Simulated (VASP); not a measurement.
# Ag (Fm-3m) in VASP: a series of runs, part 2 of 2

VASP 6.6.1.

### 3 Relaxation of cell and atoms, PBE, target pressure 10 GPa, at which the enthalpy is minimised

Input file INCAR:

```
SYSTEM = Ag
ALGO = Normal
EDIFF = 1E-6
EDIFFG = -0.01
ENCUT = 600
GGA = PE
IBRION = 2
ISIF = 3
ISMEAR = -1
LASPH = .TRUE.
LCHARG = .FALSE.
LREAL = .FALSE.
LWAVE = .FALSE.
NELM = 100
NSW = 60
PREC = Accurate
PSTRESS = 100.0
SIGMA = 0.05
```

Input file KPOINTS:

```
k-points
0
G
  11 11 11
  0 0 0
```

Input file POSCAR:

```
Ag
1.0
    0.0000000000      2.0427500000      2.0427500000
    2.0427500000      0.0000000000      2.0427500000
    2.0427500000      2.0427500000      0.0000000000
Ag
1
Direct
    0.0000000000      0.0000000000      0.0000000000
```

Potentials or basis: VASP PAW PBE potentials, release 64 (Ag).

Run with:

```console
$ cat potpaw_PBE.64/Ag/POTCAR > POTCAR
$ mpirun -np 1 vasp_std > vasp.out
```

OUTCAR:

```text
SYSTEM = Ag
   EDIFF = 1E-6
   EDIFFG = -0.01
   ENCUT = 600
   GGA = PE
   IBRION = 2
   ISIF = 3
   ISMEAR = -1
   LASPH = .TRUE.
   LREAL = .FALSE.
   NELM = 100
   NSW = 60
   PREC = Accurate
   PSTRESS = 100.0

 ion  position               nearest neighbor table
   1  0.000  0.000  0.000-

  LATTYP: Found a face centered cubic cell.
 ALAT       =     4.0855000000

  Lattice vectors:

 A1 = (   0.0000000000,   2.0427500000,   2.0427500000)
 A2 = (   2.0427500000,   0.0000000000,   2.0427500000)
 A3 = (   2.0427500000,   2.0427500000,   0.0000000000)

Analysis of symmetry for initial positions (statically):
=====================================================================
 Subroutine PRICEL returns:
 Original cell was already a primitive cell.

 Routine SETGRP: Setting up the symmetry group for a
 face centered cubic supercell.

 Subroutine GETGRP returns: Found 48 space group operations
 (whereof 48 operations were pure point group operations)
 out of a pool of 48 trial point group operations.

The static configuration has the point symmetry O_h .

Analysis of symmetry for dynamics (positions and initial velocities):
=====================================================================
 Subroutine PRICEL returns:
 Original cell was already a primitive cell.

 Routine SETGRP: Setting up the symmetry group for a
 face centered cubic supercell.

 Subroutine GETGRP returns: Found 48 space group operations
 (whereof 48 operations were pure point group operations)
 out of a pool of 48 trial point group operations.

The dynamic configuration has the point symmetry O_h .

 Subroutine INISYM returns: Found 48 space group operations
 (whereof 48 operations are pure point group operations),
 and found     1 'primitive' translations

[... 123 lines left out ...]
 conjugate gradient relaxation of ions
 non-spin polarized calculation
  energy-cutoff  :      600.00
  volume of cell :       17.05
 maximum number of plane-waves:       578
   NGX = 11   NGY = 11   NGZ = 11

--------------------------------------- Ionic step        1  -------------------------------------------

 number of electron      10.9999999 magnetization

 Free energy of the ion-electron system (eV)
  ---------------------------------------------------
  ext. energy  EPLUGINS =         0.00000000
  ---------------------------------------------------
  free energy    TOTEN  =        -2.71043407 eV

  energy without entropy =       -2.70761850  energy(sigma->0) =       -2.70902628

------------------------ aborting loop because EDIFF is reached ----------------------------------------

  FORCE on cell =-STRESS in cart. coord.  units (eV):
  Direction    XX          YY          ZZ          XY          YZ          ZX
  --------------------------------------------------------------------------------------
  -------------------------------------------------------------------------------------
  Total        0.4502134      0.4502134      0.4502134      0.0000000      0.0000000      0.0000000
  in kB       42.3110097     42.3110097     42.3110097      0.0000000      0.0000000      0.0000000
  external PRESSURE =     -57.6889903 kB  Pullay stress =     100.0000000 kB
[... 61 lines left out ...]
--------------------------------------- Ionic step        3  -------------------------------------------

 number of electron      11.0000002 magnetization

 Free energy of the ion-electron system (eV)
  ---------------------------------------------------
  ext. energy  EPLUGINS =         0.00000000
  ---------------------------------------------------
  free energy    TOTEN  =        -2.67870643 eV

  energy without entropy =       -2.67664231  energy(sigma->0) =       -2.67767437

 E-fermi :   9.2774     XC(G=0): -12.4765

 val. band max:        9.2077716738   @ k =  -0.4545   0.0909   0.0000
 cond. band min:       9.3459990908   @ k =   0.4545   0.3636   0.0000
 fundamental gap:      0.1382274171
 Fermi energy:         9.2774274170

 k-point     1 :       0.0000    0.0000    0.0000
  band No.  band energies     occupation
      1       0.9584      2.00000
      2       4.0763      2.00000
      3       4.0763      2.00000
      4       4.0763      2.00000
      5       5.1934      2.00000
      6       5.1934      2.00000
      7      25.1686      0.00000
      8      29.0090      0.00000
      9      29.0090      0.00000
[... 265 lines left out ...]
 k-point    24 :      -0.1818    0.1818    0.0000
  band No.  band energies     occupation
      1       3.0678      2.00000
      2       3.6388      2.00000
      3       4.2970      2.00000
      4       4.7359      2.00000
      5       4.7685      2.00000
      6       6.3985      2.00000
      7      21.3217      0.00000
      8      21.7714      0.00000
      9      28.0150      0.00000

 [... further k-points ...]

------------------------ aborting loop because EDIFF is reached ----------------------------------------

  FORCE on cell =-STRESS in cart. coord.  units (eV):
  Direction    XX          YY          ZZ          XY          YZ          ZX
  --------------------------------------------------------------------------------------
  -------------------------------------------------------------------------------------
  Total        1.0136815      1.0136815      1.0136815     -0.0000000     -0.0000000      0.0000000
  in kB       99.5347087     99.5347087     99.5347087     -0.0000000     -0.0000000      0.0000000
  external PRESSURE =      -0.4652913 kB  Pullay stress =     100.0000000 kB
[... 20 lines left out ...]
  energy  without entropy=       -2.6766423100  energy(sigma->0) =       -2.67767437

  enthalpy is  TOTEN    =        -1.6602863182 eV   P V=        1.0184201080

 reached required accuracy - stopping structural energy minimisation
```

It took 8.6 s on 1 thread of Intel Xeon 6975P-C (Granite Rapids), shared host; peak memory 0.15 GiB.

What came out:

* Free energy: -2.6787 eV
* Relaxed volume: 16.32 Å³/atom
* Relaxed cell: a = 2.847 Å, b = 2.847 Å, c = 2.847 Å, α = 60.00°, β = 60.00°, γ = 60.00°
* Space group after relaxing (to 0.05 Å): Fm-3m (No. 225)
* Energy change on relaxing (the enthalpy is what falls): +31.7 meV/atom
* Ionic steps: 3
* Pressure after relaxing: 10.0 GPa

The path:
```csv
step,energy change (eV),largest force (eV/Å),pressure (GPa),volume (Å³)
1,0.0000,0.0000,4.23,17.05
2,0.0945,0.0000,17.67,15.58
3,0.0317,0.0000,9.95,16.32
```

Final structure:
```cif
data_structure
_symmetry_space_group_name_H-M 'P 1'
_symmetry_Int_Tables_number 1
_cell_length_a 2.8470
_cell_length_b 2.8470
_cell_length_c 2.8470
_cell_angle_alpha 60.000
_cell_angle_beta 60.000
_cell_angle_gamma 60.000
_cell_volume 16.32
loop_
_atom_site_label
_atom_site_type_symbol
_atom_site_fract_x
_atom_site_fract_y
_atom_site_fract_z
_atom_site_occupancy
Ag1 Ag 0.00000 0.00000 0.00000 1
```

Caveat: the cell is relaxed towards a set pressure, so the enthalpy falls and the energy may rise.

### 4 Relaxation of cell and atoms, PBE, target pressure 20 GPa, at which the enthalpy is minimised

Input file INCAR:

```
SYSTEM = Ag
  PREC = Accurate
  ENCUT = 600
  EDIFF = 1E-6
  ISMEAR = -1
  SIGMA = 0.05
  LREAL = .FALSE.
  LASPH = .TRUE.
  NELM = 60
  ALGO = Normal
  ISIF = 3
  LWAVE = .FALSE.
  LCHARG = .FALSE.
  GGA = PE
  IBRION = 2
  NSW = 60
  EDIFFG = -0.01
  PSTRESS = 200.0
```

Input file KPOINTS:

```
regular mesh
0
G
  11 11 11
  0 0 0
```

POSCAR is that of step 3.

Run with:

```console
$ cat potpaw_PBE.64/Ag/POTCAR > POTCAR
$ mpirun -np 1 vasp_std > vasp.out
```

It took 14 s on 1 thread of Intel Xeon 6975P-C (Granite Rapids), shared host; peak memory 0.15 GiB.

It converged, with:

```yaml
Free_energy: -2.5935 eV
Relaxed_volume: 15.39 Å³/atom
Relaxed_cell: a = 2.792 Å, b = 2.792 Å, c = 2.792 Å, α = 60.00°, β = 60.00°, γ = 60.00°
Space_group_after_relaxing_to_0.05_Å: Fm-3m (No. 225)
Energy_change_on_relaxing_the_enthalpy_is_what_falls: +116.9 meV/atom
Ionic_steps: 7
Pressure_after_relaxing: 20.0 GPa
```

The path:
| step | energy change (eV) | largest force (eV/Å) | pressure (GPa) | volume (Å³) |
| --- | --- | --- | --- | --- |
| 1 | 0.0000 | 0.0000 | 4.23 | 17.05 |
| 2 | 0.6352 | 0.0000 | 63.08 | 13.23 |
| 3 | 0.1093 | 0.0000 | 19.19 | 15.45 |
| 4 | 0.1153 | 0.0000 | 19.83 | 15.40 |
| 5 | 0.1193 | 0.0000 | 20.22 | 15.37 |
| 6 | 0.1141 | 0.0000 | 19.75 | 15.41 |
| 7 | 0.1169 | 0.0000 | 19.99 | 15.39 |

Final structure:
```yaml
crystal:
  lattice:
    - [0.00000, 1.97415, 1.97415]
    - [1.97415, 0.00000, 1.97415]
    - [1.97415, 1.97415, 0.00000]
  atoms:
    - { symbol: Ag, position: [0.00000, 0.00000, 0.00000] }
```

Levels at points of the mesh, in eV from the Fermi level:
```csv
k point,band 2,band 3,band 4,band 5,band 6,band 7,band 8,band 9
"(0.00, 0.00, 0.00)",-5.40,-5.40,-5.40,-4.16,-4.16,16.02,20.21,20.21
```

Caveat: the cell is relaxed towards a set pressure, so the enthalpy falls and the energy may rise.

### 5 The runs side by side

```tsv
cell	gap on the mesh (eV)	pressure (GPa)
relaxed to 5 GPa	none	5.0
relaxed to 10 GPa	none	10.0
relaxed to 20 GPa	none	20.0
```

Alike in all rows: task relaxation of cell and atoms; level PBE; potentials or basis VASP PAW PBE potentials, release 64 (Ag); no spin polarisation; k mesh 11 × 11 × 11; cutoff (eV) 600; smearing fermi-dirac 0.05 eV.

Caveats: the cell is relaxed towards a set pressure, so the enthalpy falls and the energy may rise.

Total energies depend on the potentials used, so only differences within one code and one set of settings carry meaning.
